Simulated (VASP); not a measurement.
**Ca: relaxation of cell and atoms with PBEsol**

Crystal: Ca.

```
CELL_PARAMETERS angstrom
3.98000 0.00000 0.00000
-1.99000 3.44678 0.00000
0.00000 0.00000 6.52000
ATOMIC_POSITIONS crystal
Ca 0.66667 0.33333 0.75000
Ca 0.33333 0.66667 0.25000
```

This isn't the form of Ca at room conditions, which is fcc.

| Item | Value |
| --- | --- |
| Program | VASP 6.6.1 |
| Task | relaxation of cell and atoms |
| Functional | PBEsol |
| Potentials or basis | VASP PAW PBE potentials, release 64 (Ca_sv) |
| Cutoff | 600 eV |
| k mesh | 8 × 8 × 4 |
| Occupations | fermi-dirac, width 0.05 eV |
| Spin | no spin polarisation |
| Target pressure | 5 GPa |
| Dipole correction | no |
| Further INCAR settings | ALGO = Normal; EDIFF = 1e-07; IBRION = 2; EDIFFG = -0.01; NSW = 60; ISIF = 3 |

- Relaxed volume: 33.41 Å³/atom
- Relaxed cell: a = 3.598 Å, b = 3.598 Å, c = 5.960 Å, α = 90.00°, β = 90.00°, γ = 120.00°
- Space group after relaxing (to 0.1 Å): P6_3/mmc (No. 194)
- Energy change on relaxing (the run minimises the enthalpy): +84.4 meV/atom
- Ionic steps: 8
- Pressure after relaxing: 5.0 GPa
- Band gap on the k mesh: zero (bands 10 and 11 overlap by 0.21 eV)

Step by step:
| step | energy change (eV) | largest force (eV/Å) | pressure (GPa) | volume (Å³) |
| --- | --- | --- | --- | --- |
| 1 | 0.0000 | 0.0000 | -1.40 | 89.44 |
| 2 | 0.1275 | 0.0000 | 4.34 | 68.25 |
| 3 | 0.1651 | 0.0000 | 4.92 | 66.95 |
| 4 | 0.1778 | 0.0000 | 5.11 | 66.54 |
| 5 | 0.1707 | 0.0000 | 5.01 | 66.76 |
| 6 | 0.1652 | 0.0000 | 4.94 | 66.93 |
| 7 | 0.1657 | 0.0000 | 4.94 | 66.91 |
| 8 | 0.1687 | 0.0000 | 4.99 | 66.82 |

Final structure:
```yaml
crystal:
  lattice:
    - [3.59785, 0.00000, 0.00000]
    - [-1.79893, 3.11583, 0.00000]
    - [0.00000, 0.00000, 5.96025]
  atoms:
    - { symbol: Ca, position: [0.66667, 0.33333, 0.75000] }
    - { symbol: Ca, position: [0.33333, 0.66667, 0.25000] }
```

Levels at points of the mesh, in eV from the Fermi level:
```csv
k point,band 8,band 9,band 10,band 11,band 12,band 13
"(0.00, 0.00, 0.00)",-22.25,-4.45,-1.18,0.03,2.51,2.60
"(0.50, 0.00, 0.00)",-22.30,-1.11,-0.59,0.02,0.30,1.61
"(0.00, 0.00, 0.50)",-22.28,-3.24,-3.24,1.48,1.48,2.60
"(0.50, 0.00, 0.50)",-22.33,-0.84,-0.84,0.37,0.37,1.59
```

Wall time 4.3 min on 1 thread of Intel Xeon 8259CL (shared host), peak memory 0.26 GiB.

Caveat: the cell is relaxed towards a set pressure, so the run minimises the enthalpy, not the energy; the volume moved by over 15 % at a fixed basis, so the end points are rough; the PAW data sets were made with another functional, which shifts forces and pressure a little.
